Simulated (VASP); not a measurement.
# TiSi16 (a cell with a defect) in VASP: relaxation of the atoms with PBE+D3(BJ)

Aim: the relaxation of the atoms of TiSi16 (a cell with a defect) with PBE+D3(BJ).

Program: VASP 6.6.1. These are calculated values, not measurements. Logs are shortened: lines on timing, memory, paths and dates and some standing lists are left out, and cuts for length are marked.

**1. The cell of the first run**

The cell holds a defect, 17 atoms: a = 7.679 Å, b = 7.679 Å, c = 7.679 Å, α = 60.00°, β = 60.00°, γ = 60.00°.

**2. Relaxation of the atoms, PBE+D3(BJ)**

Input file INCAR:

```
PREC     = Accurate       # precision mode
ENCUT    = 450            # plane-wave cutoff, eV
EDIFF    = 1E-7           # SCF threshold, eV
ISMEAR   = -1             # smearing method
SIGMA    = 0.02           # smearing width, eV
LREAL    = False          # projectors in reciprocal space
LASPH    = True           # aspherical terms in the spheres
NELM     = 120            # most SCF steps
ALGO     = Normal         # electronic algorithm
ISIF     = 2              # what is computed and relaxed
LWAVE    = False          # write WAVECAR
LCHARG   = False          # write CHGCAR
GGA      = PE             # functional
IVDW     = 12             # dispersion correction
IBRION   = 2              # ionic algorithm
NSW      = 45             # ionic steps
EDIFFG   = -0.08          # ionic threshold
GGA_COMPAT= False        
NELMIN   = 4
```

Input file KPOINTS:

```
Automatic mesh
0
Gamma
  2 2 2
```

Input file POSCAR:

```
TiSi16
1.0
    0.0000000000      5.4300000000      5.4300000000
    5.4300000000      0.0000000000      5.4300000000
    5.4300000000      5.4300000000      0.0000000000
Si Ti
16 1
Direct
    0.0000000000      0.0000000000      0.0000000000
    0.1250000000      0.1250000000      0.1250000000
    0.0000000000      0.0000000000      0.5000000000
    0.1250000000      0.1250000000      0.6250000000
    0.0000000000      0.5000000000      0.0000000000
    0.1250000000      0.6250000000      0.1250000000
    0.0000000000      0.5000000000      0.5000000000
    0.1250000000      0.6250000000      0.6250000000
    0.5000000000      0.0000000000      0.0000000000
    0.6250000000      0.1250000000      0.1250000000
    0.5000000000      0.0000000000      0.5000000000
    0.6250000000      0.1250000000      0.6250000000
    0.5000000000      0.5000000000      0.0000000000
    0.6250000000      0.6250000000      0.1250000000
    0.5000000000      0.5000000000      0.5000000000
    0.6250000000      0.6250000000      0.6250000000
    0.8757156000      0.8769621000      0.3717196000
```

Potentials or basis: VASP PAW PBE potentials, release 64 (Si, Ti_sv).

Run with:

```console
cat potpaw_PBE.64/Si/POTCAR potpaw_PBE.64/Ti_sv/POTCAR > POTCAR
mpirun -np 1 vasp_std > vasp.out
```

OUTCAR:

```text
PREC = Accurate
   ENCUT = 450
   EDIFF = 1E-7
   ISMEAR = -1
   LREAL = False
   LASPH = True
   NELM = 120
   ISIF = 2
   GGA = PE
   IVDW = 12
   IBRION = 2
   NSW = 45
   EDIFFG = -0.08
   NELMIN = 4
 IVDW          = 12

 ion  position               nearest neighbor table
   1  0.000  0.000  0.000-  17 2.33   4 2.35   6 2.35  10 2.35   2 2.35
   2  0.125  0.125  0.125-   1 2.35   3 2.35   5 2.35   9 2.35  17 2.70
   3  0.000  0.000  0.500-   2 2.35   4 2.35   8 2.35  12 2.35  17 2.36
   4  0.125  0.125  0.625-   1 2.35   3 2.35   7 2.35  11 2.35
   5  0.000  0.500  0.000-   2 2.35   6 2.35   8 2.35  14 2.35
   6  0.125  0.625  0.125-   1 2.35   5 2.35   7 2.35  13 2.35  17 2.71
   7  0.000  0.500  0.500-   4 2.35   6 2.35   8 2.35  16 2.35  17 2.36
   8  0.125  0.625  0.625-   3 2.35   5 2.35   7 2.35  15 2.35  17 2.73
   9  0.500  0.000  0.000-   2 2.35  10 2.35  12 2.35  14 2.35
  10  0.625  0.125  0.125-   1 2.35   9 2.35  11 2.35  13 2.35  17 2.70
  11  0.500  0.000  0.500-   4 2.35  10 2.35  12 2.35  16 2.35  17 2.36
  12  0.625  0.125  0.625-   3 2.35   9 2.35  11 2.35  15 2.35  17 2.72
  13  0.500  0.500  0.000-   6 2.35  10 2.35  14 2.35  16 2.35
  14  0.625  0.625  0.125-   5 2.35   9 2.35  13 2.35  15 2.35
  15  0.500  0.500  0.500-   8 2.35  12 2.35  14 2.35  16 2.35
  16  0.625  0.625  0.625-   7 2.35  11 2.35  13 2.35  15 2.35  17 2.73
  17  0.876  0.877  0.372-   1 2.33   3 2.36  11 2.36   7 2.36   2 2.70  10 2.70   6 2.71  12 2.72
                             8 2.73  16 2.73

  LATTYP: Found a face centered cubic cell.
 ALAT       =    10.8600000000

  Lattice vectors:

 A1 = (   0.0000000000,   5.4300000000,   5.4300000000)
 A2 = (   5.4300000000,   0.0000000000,   5.4300000000)
 A3 = (   5.4300000000,   5.4300000000,   0.0000000000)

Analysis of symmetry for initial positions (statically):
=====================================================================
 Subroutine PRICEL returns:
 Original cell was already a primitive cell.

 Routine SETGRP: Setting up the symmetry group for a
 face centered cubic supercell.

 Subroutine GETGRP returns: Found  1 space group operations
 (whereof  1 operations were pure point group operations)
 out of a pool of 48 trial point group operations.

The static configuration has the point symmetry C_1 .

Analysis of symmetry for dynamics (positions and initial velocities):
=====================================================================
 Subroutine PRICEL returns:
 Original cell was already a primitive cell.

 Routine SETGRP: Setting up the symmetry group for a
 face centered cubic supercell.

 Subroutine GETGRP returns: Found  1 space group operations
 (whereof  1 operations were pure point group operations)
 out of a pool of 48 trial point group operations.

The dynamic configuration has the point symmetry C_1 .

 Subroutine INISYM returns: Found  1 space group operations
 (whereof  1 operations are pure point group operations),
 and found     1 'primitive' translations

----------------------------------------------------------------------------------------

                                     Primitive cell

  volume of cell :     320.2060

  direct lattice vectors                    reciprocal lattice vectors
     0.000000000  5.430000000  5.430000000    -0.092081031  0.092081031  0.092081031
     5.430000000  0.000000000  5.430000000     0.092081031 -0.092081031  0.092081031
     5.430000000  5.430000000  0.000000000     0.092081031  0.092081031 -0.092081031

  length of vectors
     7.679179644  7.679179644  7.679179644     0.159489025  0.159489025  0.159489025

  position of ions in fractional coordinates (direct lattice)
     0.000000000  0.000000000  0.000000000
     0.125000000  0.125000000  0.125000000
     0.000000000  0.000000000  0.500000000
     0.125000000  0.125000000  0.625000000
     0.000000000  0.500000000  0.000000000
     0.125000000  0.625000000  0.125000000
[... 9 lines left out ...]
     0.625000000  0.625000000  0.625000000
     0.875715600  0.876962100  0.371719600

  ion indices of the primitive-cell ions
   primitive index   ion index
                 1           1
                 2           2
                 3           3
                 4           4
                 5           5
                 6           6
[... 9 lines left out ...]
                16          16
                17          17

----------------------------------------------------------------------------------------

 KPOINTS: Automatic mesh

Automatic generation of k-mesh.
 Grid dimensions read from file:
 generate k-points for:    2    2    2

 Generating k-lattice:

  Cartesian coordinates                     Fractional coordinates (reciprocal lattice)
    -0.046040516  0.046040516  0.046040516     0.500000000  0.000000000  0.000000000
     0.046040516 -0.046040516  0.046040516     0.000000000  0.500000000  0.000000000
     0.046040516  0.046040516 -0.046040516     0.000000000  0.000000000  0.500000000

  Length of vectors
     0.079744512  0.079744512  0.079744512

  Shift w.r.t. Gamma in fractional coordinates (k-lattice)
     0.000000000  0.000000000  0.000000000

 Subroutine IBZKPT returns following result:
 ===========================================

 Found      8 irreducible k-points:

 Following reciprocal coordinates:
            Coordinates               Weight
  0.000000  0.000000  0.000000      1.000000
  0.500000  0.000000  0.000000      1.000000
  0.000000  0.500000  0.000000      1.000000
  0.000000  0.000000  0.500000      1.000000
  0.500000  0.500000  0.500000      1.000000
  0.500000  0.500000  0.000000      1.000000
  0.000000  0.500000  0.500000      1.000000
  0.500000  0.000000  0.500000      1.000000
   k-points           NKPTS =      8   k-points in BZ     NKDIM =      8   number of bands    NBANDS=     47
   number of dos      NEDOS =    301   number of ions     NIONS =     17
   total plane-waves  NPLWV = 157464
   dimension x,y,z NGX =    54 NGY =   54 NGZ =   54
   dimension x,y,z NGXF=   108 NGYF=  108 NGZF=  108
   ions per type =              16   1
   NGX,Y,Z   is equivalent  to a cutoff of  11.69, 11.69, 11.69 a.u.
   NGXF,Y,Z  is equivalent  to a cutoff of  23.38, 23.38, 23.38 a.u.
 SYSTEM =  unknown system
   PREC   = accura    normal or accurate (medium, high low for compatibility)
   ISTART =      0    job   : 0-new  1-cont  2-samecut
   ICHARG =      2    charge: 1-file 2-atom 10-const
   ISPIN  =      1    spin polarized calculation?
   LNONCOLLINEAR =      F non collinear calculations
   LSORBIT =      F    spin-orbit coupling
   LASPH  =      T    aspherical Exc in radial PAW
   ENCUT  =  450.0 eV  33.07 Ry    5.75 a.u.  13.28 13.28 13.28*2*pi/ulx,y,z
   NELM   =    120;   NELMIN=  4; NELMDL= -5     # of ELM steps
   EDIFF  = 0.1E-06   stopping-criterion for ELM
   LREAL  =      F    real-space projection
   EDIFFG = -.8E-01   stopping-criterion for IOM
   NSW    =     45    number of steps for IOM
   IBRION =      2    ionic relax: 0-MD 1-quasi-New 2-CG
   NFREE  =      1    steps in history (QN), initial steepest desc. (CG)
   ISIF   =      2    stress and relaxation
   ISYM   =      2    0-nonsym 1-usesym 2-fastsym
   POTIM  = 0.5000    time-step for ionic-motion
   TEBEG  =    0.0;   TEEND  =   0.0 temperature during run
   PSTRESS=    0.0 pullay stress
   NELECT =      76.0000    total number of electrons
   NUPDOWN=      -1.0000    fix difference up-down
   EMIN   =  10.00;   EMAX   =-10.00  energy-range for DOS
   EFERMI =   0.00;   METHOD = LEGACY
   ISMEAR =    -1;   SIGMA  =   0.02  broadening in eV -4-tet -1-fermi 0-gaus
   EFERMI_NEDOS =   21; number of points for ismear=-14 and -15
   IALGO  =     38    algorithm
   IMIX   =      4    mixing-type and parameters
     AMIX     =   0.40;   BMIX     =  1.00
     AMIX_MAG =   1.60;   BMIX_MAG =  1.00
  volume/ion in A,a.u.               =      18.84       127.11
  Fermi-wavevector in a.u.,A,eV,Ry     =   1.013607  1.915439 13.978610  1.027399
  Thomas-Fermi vector in A             =   2.146786
   LORBIT       =      0    0 simple, 1 ext, 2 COOP (PROOUT), +10 PAW based schemes
   GGA     = PE    functional components
   LHFCALC =     F    Hartree Fock is set to
   AEXX    =    0.0000 exact exchange contribution
   IVDW    =    12    specifies the selected vdW correction
   LEPSILON=     F    determine dielectric tensor
   LRPA    =     F    only Hartree local field effects (RPA)
 conjugate gradient relaxation of ions
 non-spin polarized calculation
  energy-cutoff  :      450.00
  volume of cell :      320.21
 maximum number of plane-waves:      6958
 NGX is ok and might be reduce to    54
   NGX = 27   NGY = 27   NGZ = 27

--------------------------------------- Ionic step        1  -------------------------------------------

 number of electron      76.0000004 magnetization

 Free energy of the ion-electron system (eV)
  ---------------------------------------------------
  ext. energy  EPLUGINS =         0.00000000
  ---------------------------------------------------
  free energy    TOTEN  =       -91.82801744 eV

  energy without entropy =      -91.78450694  energy(sigma->0) =      -91.80626219

------------------------ aborting loop because EDIFF is reached ----------------------------------------

 Edisp (eV)   -5.83787

 E8    (eV) :    -2.4419

  FORCE on cell =-STRESS in cart. coord.  units (eV):
  Direction    XX          YY          ZZ          XY          YZ          ZX
  --------------------------------------------------------------------------------------
  -------------------------------------------------------------------------------------
  Total       3.73936     3.73762     3.73745     0.17856    -0.08659    -0.17094
  in kB      18.71022    18.70149    18.70062     0.89346    -0.43324    -0.85530
  external pressure =       18.70 kB  Pullay stress =        0.00 kB
[... 146 lines left out ...]
  energy  without entropy=      -98.0165587782  energy(sigma->0) =      -98.02783397

--------------------------------------- Ionic step        4  -------------------------------------------

 number of electron      76.0000003 magnetization

 Free energy of the ion-electron system (eV)
  ---------------------------------------------------
  ext. energy  EPLUGINS =         0.00000000
  ---------------------------------------------------
  free energy    TOTEN  =       -92.20509253 eV

  energy without entropy =      -92.18145400  energy(sigma->0) =      -92.19327327

 E-fermi :   6.9281     XC(G=0):  -9.7514

 val. band max:        6.8862809632   @ k =   0.5000   0.5000   0.0000
 cond. band min:       6.9581691263   @ k =   0.0000   0.5000   0.0000
 fundamental gap:      0.0718881632
 Fermi energy:         6.9281471848

 k-point     1 :       0.0000    0.0000    0.0000
  band No.  band energies     occupation
      1     -49.8810      2.00000
      2     -26.2572      2.00000
      3     -26.2542      2.00000
      4     -26.2533      2.00000
      5      -5.7221      2.00000
      6      -3.5130      2.00000
[... 437 lines left out ...]
  FREE ENERGIE OF THE ION-ELECTRON SYSTEM (eV)
  ---------------------------------------------------
  free  energy   TOTEN  =       -98.0429654687 eV

  energy  without entropy=      -98.0193269380  energy(sigma->0) =      -98.03114620

 reached required accuracy - stopping structural energy minimisation
```

Run time: 5.4 min. Hardware: 1 thread of Intel Xeon Platinum 8488C (Sapphire Rapids), shared host; peak memory 0.44 GiB.

What came out:

```yaml
Free_energy: -98.0430 eV
Energy_gained_by_relaxing: 22.2 meV/atom
Ionic_steps: 4
Pressure_after_relaxing: 0.9 GPa
Largest_force_after_relaxing: 0.079 eV/Å
Band_gap_on_the_k_mesh: zero (bands 38 and 39 overlap by 0.43 eV)
Dispersion_energy_per_atom: -0.343 eV
```

Forces on the atoms (eV/Å):
```
Si  -0.032 -0.033  0.033
Si   0.001  0.000  0.031
Si  -0.028 -0.029 -0.027
Si   0.023  0.039 -0.041
Si   0.015 -0.013 -0.016
Si  -0.030  0.000  0.000
Si   0.045 -0.046  0.046
Si  -0.003  0.026  0.003
Si  -0.014  0.016 -0.016
Si   0.001 -0.031  0.000
Si  -0.029  0.028  0.030
Si   0.027 -0.004  0.004
Si   0.015  0.016  0.013
Si  -0.001 -0.002  0.003
Si  -0.012 -0.011  0.011
Si  -0.003 -0.003 -0.026
Ti   0.024  0.045 -0.047
```

Step by step:
| step | energy change (eV) | largest force (eV/Å) | pressure (GPa) |
| --- | --- | --- | --- |
| 1 | 0.0000 | 1.9311 | 1.87 |
| 2 | -0.3728 | 0.3039 | 0.91 |
| 3 | -0.3732 | 0.2276 | 0.92 |
| 4 | -0.3771 | 0.0785 | 0.93 |

Final structure:
```cif
data_structure
_symmetry_space_group_name_H-M 'P 1'
_symmetry_Int_Tables_number 1
_cell_length_a 7.6792
_cell_length_b 7.6792
_cell_length_c 7.6792
_cell_angle_alpha 60.000
_cell_angle_beta 60.000
_cell_angle_gamma 60.000
_cell_volume 320.21
loop_
_atom_site_label
_atom_site_type_symbol
_atom_site_fract_x
_atom_site_fract_y
_atom_site_fract_z
_atom_site_occupancy
Si1 Si 0.00427 0.00427 0.98719 1
Si2 Si 0.12811 0.12813 0.12175 1
Si3 Si 0.00422 0.00423 0.50419 1
Si4 Si 0.12521 0.12554 0.62407 1
Si5 Si 0.99585 0.50148 0.00125 1
Si6 Si 0.12809 0.62210 0.12173 1
Si7 Si 0.00419 0.48746 0.50416 1
Si8 Si 0.12802 0.62205 0.62798 1
Si9 Si 0.50145 0.99585 0.00127 1
Si10 Si 0.62202 0.12812 0.12174 1
Si11 Si 0.48737 0.00423 0.50419 1
Si12 Si 0.62198 0.12805 0.62800 1
Si13 Si 0.50142 0.50148 0.00125 1
Si14 Si 0.62499 0.62497 0.12505 1
Si15 Si 0.50137 0.50142 0.49585 1
Si16 Si 0.62196 0.62205 0.62797 1
Ti1 Ti 0.87520 0.87555 0.37409 1
```

Caveat: the k points lie up to 0.50 Å⁻¹ apart; the relaxation stopped at a loose force limit of 0.08 eV/Å, so its end isn't a converged minimum.
